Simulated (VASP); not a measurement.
# Zn (P6_3/mmc) in VASP: notebook, part 2 of 2

VASP 6.6.1. The steps go on from the part before.

### Step 4. Single point, LDA

This run uses another cell than the first one, of 13.56 Å³/atom, 1.042 times its volume.

Input file INCAR:

```
SYSTEM = Zn
PREC     = Accurate       ! precision mode
ENCUT    = 520            ! plane-wave cutoff, eV
EDIFF    = 1E-6           ! SCF threshold, eV
ISMEAR   = -1             ! smearing method
SIGMA    = 0.1            ! smearing width, eV
LREAL    = .FALSE.        ! projectors in reciprocal space
LASPH    = .TRUE.         ! aspherical terms in the spheres
NELM     = 60             ! most SCF steps
ALGO     = Normal         ! electronic algorithm
ISIF     = 2              ! what is computed and relaxed
LWAVE    = .FALSE.        ! write WAVECAR
LCHARG   = .FALSE.        ! write CHGCAR
GGA      = CA             ! functional
NBANDS   = 19             ! bands
```

Input file KPOINTS:

```
Automatic mesh
0
G
  23 23 11
  0 0 0
```

Input file POSCAR:

```
Zn
1.0
    2.5709734949      0.0000000000      0.0000000000
   -1.2854867475      2.2265283591      0.0000000000
    0.0000000000      0.0000000000      4.7361908706
Zn
2
Direct
    0.3333333333      0.6666666667      0.2500000000
    0.6666666667      0.3333333333      0.7500000000
```

Potentials or basis: VASP PAW LDA potentials, release 64 (Zn).

Command:

```sh
cat potpaw_LDA.64/Zn/POTCAR > POTCAR
mpirun -np 1 vasp_std > vasp.out
```

OUTCAR:

```text
SYSTEM = Zn
   PREC = Accurate
   ENCUT = 520
   EDIFF = 1E-6
   ISMEAR = -1
   LREAL = .FALSE.
   LASPH = .TRUE.
   NELM = 60
   ISIF = 2
   GGA = CA

 ion  position               nearest neighbor table
   1  0.333  0.667  0.250-   2 2.79   2 2.79   2 2.79   2 2.79   2 2.79   2 2.79
   2  0.667  0.333  0.750-   1 2.79   1 2.79   1 2.79   1 2.79   1 2.79   1 2.79

  LATTYP: Found a hexagonal cell.
 ALAT       =     2.5709734949
 C/A-ratio  =     1.8421780232

  Lattice vectors:

 A1 = (   2.5709734949,   0.0000000000,   0.0000000000)
 A2 = (  -1.2854867475,   2.2265283591,   0.0000000000)
 A3 = (   0.0000000000,   0.0000000000,   4.7361908706)

Analysis of symmetry for initial positions (statically):
=====================================================================
 Subroutine PRICEL returns:
 Original cell was already a primitive cell.

 Routine SETGRP: Setting up the symmetry group for a
 hexagonal supercell.

 Subroutine GETGRP returns: Found 24 space group operations
 (whereof 12 operations were pure point group operations)
 out of a pool of 24 trial point group operations.

The static configuration has the point symmetry D_3d.
 The point group associated with its full space group is D_6h.

Analysis of symmetry for dynamics (positions and initial velocities):
=====================================================================
 Subroutine PRICEL returns:
 Original cell was already a primitive cell.

 Routine SETGRP: Setting up the symmetry group for a
 hexagonal supercell.

 Subroutine GETGRP returns: Found 24 space group operations
 (whereof 12 operations were pure point group operations)
 out of a pool of 24 trial point group operations.

The dynamic configuration has the point symmetry D_3d.
 The point group associated with its full space group is D_6h.

 Subroutine INISYM returns: Found 24 space group operations
 (whereof 12 operations are pure point group operations),
 and found     1 'primitive' translations

----------------------------------------------------------------------------------------

                                     Primitive cell

  volume of cell :      27.1116

  direct lattice vectors                    reciprocal lattice vectors
     2.570973495  0.000000000  0.000000000     0.388957724  0.224564847  0.000000000
    -1.285486748  2.226528359  0.000000000     0.000000000  0.449129694  0.000000000
     0.000000000  0.000000000  4.736190871     0.000000000  0.000000000  0.211140139

  length of vectors
     2.570973495  2.570973495  4.736190871     0.449129694  0.449129694  0.211140139

  position of ions in fractional coordinates (direct lattice)
     0.333333333  0.666666667  0.250000000
     0.666666667  0.333333333  0.750000000

  ion indices of the primitive-cell ions
   primitive index   ion index
                 1           1
                 2           2

----------------------------------------------------------------------------------------

 KPOINTS: Automatic mesh

Automatic generation of k-mesh.
 Grid dimensions read from file:
 generate k-points for:   23   23   11

 Generating k-lattice:

  Cartesian coordinates                     Fractional coordinates (reciprocal lattice)
     0.016911205  0.009763689  0.000000000     0.043478261  0.000000000  0.000000000
     0.000000000  0.019527378  0.000000000     0.000000000  0.043478261  0.000000000
     0.000000000  0.000000000  0.019194558     0.000000000  0.000000000  0.090909091

  Length of vectors
     0.019527378  0.019527378  0.019194558

  Shift w.r.t. Gamma in fractional coordinates (k-lattice)
     0.000000000  0.000000000  0.000000000

 Subroutine IBZKPT returns following result:
 ===========================================

 Found    336 irreducible k-points:

 Following reciprocal coordinates:
            Coordinates               Weight
  0.000000  0.000000  0.000000      1.000000
  0.043478  0.000000  0.000000      6.000000
  0.086957  0.000000  0.000000      6.000000
  0.130435  0.000000  0.000000      6.000000
  0.173913  0.000000  0.000000      6.000000
  0.217391  0.000000  0.000000      6.000000
[... 16 lines left out ...]
  0.478261  0.043478  0.000000      6.000000
  0.086957  0.086957  0.000000      6.000000
 [... further k-points ...]
   k-points           NKPTS =    336   k-points in BZ     NKDIM =    336   number of bands    NBANDS=     19
   number of dos      NEDOS =    301   number of ions     NIONS =      2
   total plane-waves  NPLWV =  14400
   dimension x,y,z NGX =    20 NGY =   20 NGZ =   36
   dimension x,y,z NGXF=    40 NGYF=   40 NGZF=   72
   ions per type =               2
   NGX,Y,Z   is equivalent  to a cutoff of  12.93, 12.93, 12.64 a.u.
   NGXF,Y,Z  is equivalent  to a cutoff of  25.87, 25.87, 25.27 a.u.
 SYSTEM =  Zn
   PREC   = accura    normal or accurate (medium, high low for compatibility)
   ISTART =      0    job   : 0-new  1-cont  2-samecut
   ICHARG =      2    charge: 1-file 2-atom 10-const
   ISPIN  =      1    spin polarized calculation?
   LNONCOLLINEAR =      F non collinear calculations
   LSORBIT =      F    spin-orbit coupling
   LASPH  =      T    aspherical Exc in radial PAW
   ENCUT  =  520.0 eV  38.22 Ry    6.18 a.u.   4.78  4.78  8.81*2*pi/ulx,y,z
   NELM   =     60;   NELMIN=  2; NELMDL= -5     # of ELM steps
   EDIFF  = 0.1E-05   stopping-criterion for ELM
   LREAL  =      F    real-space projection
   EDIFFG = 0.1E-04   stopping-criterion for IOM
   NSW    =      0    number of steps for IOM
   IBRION =     -1    ionic relax: 0-MD 1-quasi-New 2-CG
   NFREE  =      0    steps in history (QN), initial steepest desc. (CG)
   ISIF   =      2    stress and relaxation
   ISYM   =      2    0-nonsym 1-usesym 2-fastsym
   POTIM  = 0.5000    time-step for ionic-motion
   TEBEG  =    0.0;   TEEND  =   0.0 temperature during run
   PSTRESS=    0.0 pullay stress
   NELECT =      24.0000    total number of electrons
   NUPDOWN=      -1.0000    fix difference up-down
   EMIN   =  10.00;   EMAX   =-10.00  energy-range for DOS
   EFERMI =   0.00;   METHOD = LEGACY
   ISMEAR =    -1;   SIGMA  =   0.10  broadening in eV -4-tet -1-fermi 0-gaus
   EFERMI_NEDOS =   21; number of points for ismear=-14 and -15
   IALGO  =     38    algorithm
   IMIX   =      4    mixing-type and parameters
     AMIX     =   0.40;   BMIX     =  1.00
     AMIX_MAG =   1.60;   BMIX_MAG =  1.00
  volume/ion in A,a.u.               =      13.56        91.48
  Fermi-wavevector in a.u.,A,eV,Ry     =   1.571907  2.970474 33.618530  2.470892
  Thomas-Fermi vector in A             =   2.673421
   LORBIT       =      0    0 simple, 1 ext, 2 COOP (PROOUT), +10 PAW based schemes
   GGA     = CA    functional components
   LHFCALC =     F    Hartree Fock is set to
   AEXX    =    0.0000 exact exchange contribution
   IVDW    =     0    specifies the selected vdW correction
   LEPSILON=     F    determine dielectric tensor
   LRPA    =     F    only Hartree local field effects (RPA)
 non-spin polarized calculation
  energy-cutoff  :      520.00
  volume of cell :       27.11
 maximum number of plane-waves:       745
 NGX is ok and might be reduce to    20
   NGX =  9   NGY =  9   NGZ = 17

 number of electron      23.9999991 magnetization

 Free energy of the ion-electron system (eV)
  ---------------------------------------------------
  ext. energy  EPLUGINS =         0.00000000
  ---------------------------------------------------
  free energy    TOTEN  =        -3.75797484 eV

  energy without entropy =       -3.74446436  energy(sigma->0) =       -3.75121960

 E-fermi :   3.7548     XC(G=0): -12.5123

 val. band max:        3.7402722464   @ k =   0.1739   0.1304   0.0909
 cond. band min:       3.7746113678   @ k =   0.3478   0.3043   0.2727
 fundamental gap:      0.0343391214
 Fermi energy:         3.7547542445

 k-point     1 :       0.0000    0.0000    0.0000
  band No.  band energies     occupation
      1      -7.5995      2.00000
      2      -5.4674      2.00000
      3      -4.5937      2.00000
      4      -4.3217      2.00000
      5      -4.3217      2.00000
      6      -4.2564      2.00000
[... 11 lines left out ...]
     18      24.0404      0.00000
     19      24.1834      0.00000
[... 485 lines left out ...]
 k-point    24 :       0.0870    0.0870    0.0000
  band No.  band energies     occupation
      1      -6.8894      2.00000
      2      -5.1636      2.00000
      3      -4.5519      2.00000
      4      -4.3626      2.00000
      5      -4.3395      2.00000
      6      -4.1279      2.00000
[... 11 lines left out ...]
     18      23.0074      0.00000
     19      23.6330      0.00000

 [... further k-points ...]

------------------------ aborting loop because EDIFF is reached ----------------------------------------

  FORCE on cell =-STRESS in cart. coord.  units (eV):
  Direction    XX          YY          ZZ          XY          YZ          ZX
  --------------------------------------------------------------------------------------
  -------------------------------------------------------------------------------------
  Total        0.1540678      0.1540678      0.0814185     -0.0000000      0.0000000     -0.0000000
  in kB        9.1047402      9.1047402      4.8114788     -0.0000000      0.0000000     -0.0000000
  external PRESSURE =       7.6736531 kB  Pullay stress =       0.0000000 kB

 VOLUME and BASIS-vectors are now :
 -----------------------------------------------------------------------------
  energy-cutoff  :      520.00
  volume of cell :       27.11
      direct lattice vectors                 reciprocal lattice vectors
     2.570973495  0.000000000  0.000000000     0.388957724  0.224564847  0.000000000
    -1.285486748  2.226528359  0.000000000     0.000000000  0.449129694  0.000000000
     0.000000000  0.000000000  4.736190871     0.000000000  0.000000000  0.211140139

 POSITION                                       TOTAL-FORCE (eV/Angst)
 -----------------------------------------------------------------------------------
     -0.00000      1.48435      1.18405         0.000000     -0.000000      0.000000
      1.28549      0.74218      3.55214        -0.000000      0.000000      0.000000
 -----------------------------------------------------------------------------------
    total drift:                               -0.000000      0.000000      0.000000

  FREE ENERGIE OF THE ION-ELECTRON SYSTEM (eV)
  ---------------------------------------------------
  free  energy   TOTEN  =        -3.7579748438 eV

  energy  without entropy=       -3.7444643582  energy(sigma->0) =       -3.75121960
```

Run time: 74 s. Hardware: 1 thread of AMD EPYC 7R13 (Zen 3), shared host; peak memory 0.21 GiB.

What came out:

```yaml
Free_energy: -3.7580 eV
Pressure: 0.8 GPa
Band_gap_on_the_k_mesh: zero (band 12 reaches 5.49 eV, above the bottom of band 13 at 0.86 eV)
```

### Step 5. Single point, LDA (volume scaled by 1.04)

Input file INCAR:

```
SYSTEM = Zn
PREC = Accurate
ENCUT = 520
EDIFF = 1E-6
ISMEAR = -1
SIGMA = 0.1
LREAL = .False.
LASPH = .True.
NELM = 100
ALGO = Normal
ISIF = 2
LWAVE = .False.
LCHARG = .True.
LELF = .True.
LVHAR = .True.
NBANDS = 19
```

Input file KPOINTS:

```
regular mesh
0
Gamma
  23 23 11
  0 0 0
```

Input file POSCAR:

```
Zn
1.0
    2.6048059734      0.0000000000      0.0000000000
   -1.3024029867      2.2558281449      0.0000000000
    0.0000000000      0.0000000000      4.7985163189
Zn
2
Direct
    0.3333333333      0.6666666667      0.2500000000
    0.6666666667      0.3333333333      0.7500000000
```

Command:

```sh
cat potpaw_LDA.64/Zn/POTCAR > POTCAR
mpirun -np 1 vasp_std > vasp.out
```

Wall time 77 s (1 thread of AMD EPYC 7R13 (Zen 3), shared host); peak memory 0.21 GiB.

The run converged. Its results:

- Free energy: -3.7497 eV
- Pressure: -3.1 GPa
- Band gap on the k mesh: zero (band 12 reaches 5.15 eV, above the bottom of band 13 at 0.51 eV)

Stress tensor (GPa, compression positive):
```
-3.43  0.00  0.00
 0.00 -3.43  0.00
 0.00  0.00 -2.35
```

Levels at points of the mesh, in eV from the Fermi level:
```tsv
k point	band 10	band 11	band 12	band 13	band 14	band 15
(0.00, 0.00, 0.00)	-7.29	-7.29	-3.96	-2.94	14.51	18.13
```

Caveat: the cell differs from its parent crystal (volume scaled by 1.04).

### Step 6. Overview

| cell | gap on the mesh (eV) | pressure (GPa) |
| --- | --- | --- |
| a = 2.536, b = 2.536, c = 4.672 Å, angles 90.0, 90.0, 120.0°, 2 atoms | none | 5.7 |
| a = 2.571, b = 2.571, c = 4.736 Å, angles 90.0, 90.0, 120.0°, 2 atoms | none | 0.8 |
| a = 2.605, b = 2.605, c = 4.799 Å, angles 90.0, 90.0, 120.0°, 2 atoms | none | -3.1 |

Alike in all rows: task single point; level LDA; potentials or basis VASP PAW LDA potentials, release 64 (Zn); no spin polarisation; k mesh 23 × 23 × 11; cutoff (eV) 520; smearing fermi-dirac 0.1 eV.

Absolute energies hang on the potentials; compare differences alone.
